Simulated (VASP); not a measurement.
# ZnS (P6_3mc) in VASP: notebook, part 2 of 2

VASP 6.6.1.

**3. Electric field gradients, PBE (equal xx and yy strain of +3 %)**

Input file INCAR:

```
PREC = Accurate
ENCUT = 400
EDIFF = 1E-8
ISMEAR = -1
SIGMA = 0.03
LREAL = F
LASPH = T
NELM = 120
ALGO = Normal
ISIF = 2
LWAVE = F
LCHARG = F
GGA = PE
LEFG = T
NBANDS = 26
GGA_COMPAT = F
```

Input file KPOINTS:

```
regular mesh
0
Gamma
  8 8 5
```

Input file POSCAR:

```
ZnS
1.0
    3.9253287450      0.0000000000      0.0000000000
   -1.9626643725      3.3994344114      0.0000000000
    0.0000000000      0.0000000000      6.2340000000
Zn S
2 2
Direct
    0.3333333333      0.6666666667      0.0000000000
    0.6666666667      0.3333333333      0.5000000000
    0.3333333333      0.6666666667      0.3850000000
    0.6666666667      0.3333333333      0.8850000000
```

Potentials or basis: VASP PAW PBE potentials, release 64 (Zn, S).

Started as:

```console
$ cat potpaw_PBE.64/Zn/POTCAR potpaw_PBE.64/S/POTCAR > POTCAR
$ mpirun -np 1 vasp_std > vasp.out
```

OUTCAR:

```text
PREC = Accurate
   ENCUT = 400
   EDIFF = 1E-8
   ISMEAR = -1
   LREAL = F
   LASPH = T
   NELM = 120
   ISIF = 2
   GGA = PE

 ion  position               nearest neighbor table
   1  0.333  0.667  0.000-   4 2.38   4 2.38   4 2.38   3 2.40
   2  0.667  0.333  0.500-   3 2.38   3 2.38   3 2.38   4 2.40
   3  0.333  0.667  0.385-   2 2.38   2 2.38   2 2.38   1 2.40
   4  0.667  0.333  0.885-   1 2.38   1 2.38   1 2.38   2 2.40

  LATTYP: Found a hexagonal cell.
 ALAT       =     3.9253287450
 C/A-ratio  =     1.5881472368

  Lattice vectors:

 A1 = (   3.9253287450,   0.0000000000,   0.0000000000)
 A2 = (  -1.9626643725,   3.3994344114,   0.0000000000)
 A3 = (   0.0000000000,   0.0000000000,   6.2340000000)

Analysis of symmetry for initial positions (statically):
=====================================================================
 Subroutine PRICEL returns:
 Original cell was already a primitive cell.

 Routine SETGRP: Setting up the symmetry group for a
 hexagonal supercell.

 Subroutine GETGRP returns: Found 12 space group operations
 (whereof  6 operations were pure point group operations)
 out of a pool of 24 trial point group operations.

The static configuration has the point symmetry C_3v.
 The point group associated with its full space group is C_6v.

Analysis of symmetry for dynamics (positions and initial velocities):
=====================================================================
 Subroutine PRICEL returns:
 Original cell was already a primitive cell.

 Routine SETGRP: Setting up the symmetry group for a
 hexagonal supercell.
[... 168 lines left out ...]
      2     -10.2773      2.00000
      3      -4.4993      2.00000
      4      -4.4993      2.00000
      5      -4.4596      2.00000
      6      -4.4355      2.00000
[... 685 lines left out ...]
     25      10.3356      0.00000
     26      10.8393      0.00000

 [... further k-points ...]
[... 5 lines left out ...]
  --------------------------------------------------------------------------------------
  -------------------------------------------------------------------------------------
  Total       -1.3694136     -1.3694136     -0.3868088      0.0000000      0.0000000      0.0000000
  in kB      -26.3751975    -26.3751975     -7.4500201      0.0000000      0.0000000      0.0000000
  external PRESSURE =     -20.0668051 kB  Pullay stress =       0.0000000 kB

 VOLUME and BASIS-vectors are now :
 -----------------------------------------------------------------------------
  energy-cutoff  :      400.00
  volume of cell :       83.19
      direct lattice vectors                 reciprocal lattice vectors
     3.925328745  0.000000000  0.000000000     0.254755733  0.147083291  0.000000000
    -1.962664372  3.399434411  0.000000000     0.000000000  0.294166582  0.000000000
     0.000000000  0.000000000  6.234000000     0.000000000  0.000000000  0.160410651

 POSITION                                       TOTAL-FORCE (eV/Angst)
 -----------------------------------------------------------------------------------
     -0.00000      2.26629      0.00000        -0.000000      0.000000      0.146081
      1.96266      1.13314      3.11700         0.000000     -0.000000      0.146081
     -0.00000      2.26629      2.40009        -0.000000     -0.000000     -0.146081
      1.96266      1.13314      5.51709         0.000000     -0.000000     -0.146081
 -----------------------------------------------------------------------------------
    total drift:                               -0.000001     -0.000001      0.000628

  FREE ENERGIE OF THE ION-ELECTRON SYSTEM (eV)
  ---------------------------------------------------
  free  energy   TOTEN  =       -13.6577104692 eV

  energy  without entropy=      -13.6577104692  energy(sigma->0) =      -13.65771047

 Electric field gradients (V/A^2)
---------------------------------------------------------------------
 ion       V_xx      V_yy      V_zz      V_xy      V_xz      V_yz
---------------------------------------------------------------------
   1      -3.044    -3.044     6.088     0.000    -0.000     0.000
   2      -3.044    -3.044     6.088     0.000     0.000    -0.000
   3       5.477     5.476   -10.953    -0.000     0.000    -0.000
   4       5.477     5.476   -10.953    -0.000    -0.000     0.000
---------------------------------------------------------------------

 Electric field gradients after diagonalization (V/A^2)
 (convention: |V_zz| > |V_xx| > |V_yy|)
----------------------------------------------------------------------
 ion       V_xx      V_yy      V_zz     asymmetry (V_yy - V_xx)/ V_zz
----------------------------------------------------------------------
   1      -3.045    -3.044     6.088       0.000
   2      -3.045    -3.044     6.088       0.000
   3       5.477     5.476   -10.953       0.000
   4       5.477     5.476   -10.953       0.000
----------------------------------------------------------------------

           NMR quadrupolar parameters

 Cq : quadrupolar parameter    Cq=e*Q*V_zz/h
 eta: asymmetry parameters     (V_yy - V_xx)/ V_zz
 Q  : nuclear electric quadrupole moment in mb (millibarn)
----------------------------------------------------------------------
 ion       Cq(MHz)       eta       Q (mb)
----------------------------------------------------------------------
   1       0.015       0.000       1.000
   2       0.015       0.000       1.000
   3      -0.026       0.000       1.000
   4      -0.026       0.000       1.000
----------------------------------------------------------------------
```

OSZICAR:

```text
N       E                     dE             d eps       ncg     rms          rms(c)
DAV:   1     0.216135586754E+03    0.21614E+03   -0.14727E+04  1560   0.138E+03
DAV:   2     0.651650873760E+01   -0.20962E+03   -0.20067E+03  1630   0.306E+02
DAV:   3    -0.140596019121E+02   -0.20576E+02   -0.20393E+02  1888   0.994E+01
DAV:   4    -0.145107279324E+02   -0.45113E+00   -0.45023E+00  1754   0.152E+01
DAV:   5    -0.145181949787E+02   -0.74670E-02   -0.74649E-02  1940   0.190E+00    0.887E+00
DAV:   6    -0.136665561654E+02    0.85164E+00   -0.16434E+00  2354   0.356E+01    0.691E+00
DAV:   7    -0.136609710583E+02    0.55851E-02   -0.10921E+00  1664   0.608E+00    0.331E+00
DAV:   8    -0.136566273033E+02    0.43438E-02   -0.34883E-02  1926   0.197E+00    0.865E-01
DAV:   9    -0.136572859865E+02   -0.65868E-03   -0.71715E-03  2088   0.138E+00    0.210E-01
DAV:  10    -0.136574808709E+02   -0.19488E-03   -0.73694E-04  1754   0.313E-01    0.874E-02
DAV:  11    -0.136577086126E+02   -0.22774E-03   -0.38389E-04  1624   0.121E-01    0.584E-02
DAV:  12    -0.136577069451E+02    0.16675E-05   -0.10490E-05  1872   0.224E-02    0.113E-02
DAV:  13    -0.136577104003E+02   -0.34552E-05   -0.51170E-06  1636   0.120E-02    0.380E-03
DAV:  14    -0.136577104376E+02   -0.37315E-07   -0.19934E-07  1908   0.738E-03    0.226E-03
DAV:  15    -0.136577104731E+02   -0.35530E-07   -0.53110E-08  1640   0.273E-03    0.127E-03
DAV:  16    -0.136577104692E+02    0.39149E-08   -0.10994E-08  1398   0.100E-03
   1 F= -.13657710E+02 E0= -.13657710E+02  d E =-.130229E-10
```

Wall time 55 s (1 thread of Intel Xeon 8259CL, shared host); peak memory 0.19 GiB.

What came out:

```
Free energy                             : -13.6577 eV
Pressure                                : -2.0 GPa
Largest force                           : 0.146 eV/Å
Band gap on the k mesh                  : 1.92 eV
Largest electric field gradient by atom : Zn +6.1; S -11.0 V/Å²
```

Forces on the atoms (eV/Å):
```
Zn   0.000  0.000  0.146
Zn   0.000  0.000  0.146
S    0.000  0.000 -0.146
S    0.000  0.000 -0.146
```

Electric field gradients, principal values (V/Å²):
```
atom   least  middle  greatest (by size)
1 Zn  -3.044  -3.045               6.088
2 Zn  -3.044  -3.045               6.088
 3 S   5.476   5.477             -10.953
 4 S   5.476   5.477             -10.953
```

Caveat: the cell differs from its parent crystal (equal xx and yy strain of +3 %); without QUAD_EFG the Cq values of the log hold for a quadrupole moment of 1 mb, not for the nuclei.

**4. Electric field gradients, PBE (equal xx and yy strain of +3 %)**

Input file INCAR:

```
SYSTEM = ZnS
ALGO = Normal
EDIFF = 1E-8
ENCUT = 400
GGA = PE
GGA_COMPAT = .FALSE.
ISIF = 2
ISMEAR = -1
LASPH = .TRUE.
LCHARG = .FALSE.
LEFG = .TRUE.
LREAL = .FALSE.
LWAVE = .FALSE.
NBANDS = 26
NELM = 120
PREC = Accurate
SIGMA = 0.03
```

Input file KPOINTS:

```
k-points
0
G
  8 8 5
  0 0 0
```

POSCAR is that of step 3.

Potentials or basis: VASP PAW PBE potentials, release 64 (Zn, S).

Started as:

```console
$ cat potpaw_PBE.64/Zn/POTCAR potpaw_PBE.64/S/POTCAR > POTCAR
$ mpirun -np 1 vasp_std > vasp.out
```

OUTCAR:

```text
SYSTEM = ZnS
   EDIFF = 1E-8
   ENCUT = 400
   GGA = PE
   ISIF = 2
   ISMEAR = -1
   LASPH = .TRUE.
   LREAL = .FALSE.
   NELM = 120
   PREC = Accurate

 ion  position               nearest neighbor table
   1  0.333  0.667  0.000-   4 2.38   4 2.38   4 2.38   3 2.40
   2  0.667  0.333  0.500-   3 2.38   3 2.38   3 2.38   4 2.40
   3  0.333  0.667  0.385-   2 2.38   2 2.38   2 2.38   1 2.40
   4  0.667  0.333  0.885-   1 2.38   1 2.38   1 2.38   2 2.40

  LATTYP: Found a hexagonal cell.
 ALAT       =     3.9253287450
 C/A-ratio  =     1.5881472368

  Lattice vectors:

[... 925 lines left out ...]
 ion       V_xx      V_yy      V_zz      V_xy      V_xz      V_yz
---------------------------------------------------------------------
   1      -3.044    -3.044     6.088     0.000    -0.000     0.000
   2      -3.044    -3.044     6.088     0.000     0.000    -0.000
   3       5.477     5.476   -10.953    -0.000     0.000    -0.000
   4       5.477     5.476   -10.953    -0.000    -0.000     0.000
---------------------------------------------------------------------

 Electric field gradients after diagonalization (V/A^2)
 (convention: |V_zz| > |V_xx| > |V_yy|)
----------------------------------------------------------------------
 ion       V_xx      V_yy      V_zz     asymmetry (V_yy - V_xx)/ V_zz
----------------------------------------------------------------------
   1      -3.045    -3.044     6.088       0.000
   2      -3.045    -3.044     6.088       0.000
   3       5.477     5.476   -10.953       0.000
   4       5.477     5.476   -10.953       0.000
----------------------------------------------------------------------

           NMR quadrupolar parameters

 Cq : quadrupolar parameter    Cq=e*Q*V_zz/h
 eta: asymmetry parameters     (V_yy - V_xx)/ V_zz
 Q  : nuclear electric quadrupole moment in mb (millibarn)
----------------------------------------------------------------------
 ion       Cq(MHz)       eta       Q (mb)
----------------------------------------------------------------------
   1       0.015       0.000       1.000
   2       0.015       0.000       1.000
   3      -0.026       0.000       1.000
   4      -0.026       0.000       1.000
----------------------------------------------------------------------
```

OSZICAR:

```text
N       E                     dE             d eps       ncg     rms          rms(c)
DAV:   1     0.216135586754E+03    0.21614E+03   -0.14727E+04  1560   0.138E+03
DAV:   2     0.651650873760E+01   -0.20962E+03   -0.20067E+03  1630   0.306E+02
DAV:   3    -0.140596019121E+02   -0.20576E+02   -0.20393E+02  1888   0.994E+01
DAV:   4    -0.145107279324E+02   -0.45113E+00   -0.45023E+00  1754   0.152E+01
DAV:   5    -0.145181949787E+02   -0.74670E-02   -0.74649E-02  1940   0.190E+00    0.887E+00
DAV:   6    -0.136665561654E+02    0.85164E+00   -0.16434E+00  2354   0.356E+01    0.691E+00
DAV:   7    -0.136609710583E+02    0.55851E-02   -0.10921E+00  1664   0.608E+00    0.331E+00
DAV:   8    -0.136566273033E+02    0.43438E-02   -0.34883E-02  1926   0.197E+00    0.865E-01
DAV:   9    -0.136572859865E+02   -0.65868E-03   -0.71715E-03  2088   0.138E+00    0.210E-01
DAV:  10    -0.136574808709E+02   -0.19488E-03   -0.73694E-04  1754   0.313E-01    0.874E-02
DAV:  11    -0.136577086126E+02   -0.22774E-03   -0.38389E-04  1624   0.121E-01    0.584E-02
DAV:  12    -0.136577069451E+02    0.16675E-05   -0.10490E-05  1872   0.224E-02    0.113E-02
DAV:  13    -0.136577104003E+02   -0.34552E-05   -0.51170E-06  1636   0.120E-02    0.380E-03
DAV:  14    -0.136577104376E+02   -0.37315E-07   -0.19934E-07  1908   0.738E-03    0.226E-03
DAV:  15    -0.136577104731E+02   -0.35530E-07   -0.53110E-08  1640   0.273E-03    0.127E-03
DAV:  16    -0.136577104692E+02    0.39149E-08   -0.10994E-08  1398   0.100E-03
   1 F= -.13657710E+02 E0= -.13657710E+02  d E =-.130229E-10
```

Wall time 55 s (1 thread of Intel Xeon 8259CL, shared host); peak memory 0.19 GiB.

What came out:

```
Free energy                             : -13.6577 eV
Pressure                                : -2.0 GPa
Largest force                           : 0.146 eV/Å
Band gap on the k mesh                  : 1.92 eV
Largest electric field gradient by atom : Zn +6.1; S -11.0 V/Å²
```

Forces in eV/Å, atoms in the order of the input:
```
Zn   0.000  0.000  0.146
Zn   0.000  0.000  0.146
S    0.000  0.000 -0.146
S    0.000  0.000 -0.146
```

Electric field gradients, principal values (V/Å²):
| atom | least | middle | greatest (by size) |
| --- | --- | --- | --- |
| 1 Zn | -3.044 | -3.045 | 6.088 |
| 2 Zn | -3.044 | -3.045 | 6.088 |
| 3 S | 5.476 | 5.477 | -10.953 |
| 4 S | 5.476 | 5.477 | -10.953 |

Caveat: the cell differs from its parent crystal (equal xx and yy strain of +3 %); without QUAD_EFG the Cq values of the log hold for a quadrupole moment of 1 mb, not for the nuclei.
